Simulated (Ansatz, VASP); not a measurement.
## Ir: VASP beside Ansatz

INCAR

```
SYSTEM = Ir
PREC = Accurate ; ENCUT = 500
EDIFF = 1E-6 ; ISMEAR = 0
SIGMA = 0.1 ; LREAL = .FALSE.
LASPH = .TRUE. ; NELM = 120
ALGO = Normal ; ISIF = 2
LWAVE = .FALSE. ; LCHARG = .FALSE.
GGA = PS ; IVDW = 12
NBANDS = 10 ; GGA_COMPAT = .FALSE.
```

Contents of KPOINTS:

```
regular mesh
0
G
  8 8 8
  0 0 0
```

Contents of POSCAR:

```
Ir
1.0
    0.0000000000      1.9150000000      1.9150000000
    1.9150000000      0.0000000000      1.9150000000
    1.9150000000      1.9150000000      0.0000000000
Ir
1
Direct
    0.0000000000      0.0000000000      0.0000000000
```

Input for Ansatz:

```yaml
crystal:
  lattice:
    - [0.0, 1.915, 1.915]
    - [1.915, 0.0, 1.915]
    - [1.915, 1.915, 0.0]
  atoms:
    - { symbol: Ir, position: [0.0, 0.0, 0.0] }
basis:
  ecutwfc: 420
kpoints:
  mp_grid: { grid: [8, 8, 8] }
hamiltonian:
  xc: pbesol
  dispersion: d3bj
  pseudopotentials: { kind: paw, azcp: { folder: soft_1 } }
scf:
  occupations: { method: gaussian, width: 0.1 }
output:
  forces: true
  stress: true
  eigenvalues: true
```

Alike in both runs: task single point; functional PBEsol; dispersion D3(BJ); k mesh 8 × 8 × 8; occupations gaussian, width 0.1 eV; no spin polarisation.

|  | VASP | Ansatz |
| --- | --- | --- |
| version | VASP 6.6.1 | Ansatz 0.2.0 |
| potentials or method | VASP PAW PBE potentials, release 64 (Ir), cutoff 500 eV | scalar-relativistic, plane waves, PAW |
| valence electrons in the cell | 9 | 17 |

Ansatz gave:

| Quantity | Value |
| --- | --- |
| gap on the k mesh at the Fermi level (eV) | none |
| pressure (GPa) | -6.8 |

Task: Which values does VASP return?

Result: gap on the k mesh at the Fermi level (eV): none; pressure (GPa): -5.8.

VASP's potentials were made for PBE, not for PBEsol, and Ansatz warns of the same on its side. A gap of «none» marks a metal or a gap that the smearing closes. VASP's potentials hold 9 valence electrons a cell and Ansatz's 17, so a difference there can come from the potentials and not from the codes.

Neither program's run includes spin-orbit coupling.
